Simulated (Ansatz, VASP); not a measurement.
# One calculation of ScB2P3, two programs

```
CELL_PARAMETERS angstrom
3.35252 0.00000 0.00000
0.00000 3.35252 0.00000
0.00000 0.00000 6.77584
ATOMIC_POSITIONS crystal
Sc 0.00000 0.00000 0.65228
B 0.50000 0.50000 0.67651
B 0.00000 0.00000 0.28660
P 0.50000 0.00000 0.99186
P 0.00000 0.50000 0.99186
P 0.50000 0.50000 0.40089
```

Change from the starting cell: species swapped into the Zr2As3S type (P4mm, No. 99).

Alike in both runs: task relaxation of cell and atoms; functional PBE; k mesh 12 × 12 × 6; occupations gaussian, width 0.1 eV; no spin polarisation.

```csv
,VASP,Ansatz
version,VASP 6.6.1,Ansatz 0.2.0
potentials or method,"VASP PAW PBE potentials, release 64 (Sc_sv, B, P), cutoff 600 eV","scalar-relativistic, plane waves, PAW"
valence electrons in the cell,32,32
```

```csv
,VASP,Ansatz,Ansatz less VASP
"gap on the k mesh at the Fermi level, each at its own relaxed structure (eV)",none,none,-
relaxed volume (Å³/atom),12.71,12.71,-0.004
relaxed length of the cell vector where the two differ most in proportion (Å),3.377,3.377,-0.0005
```

A gap of «none» marks a metal or a gap that the smearing closes.
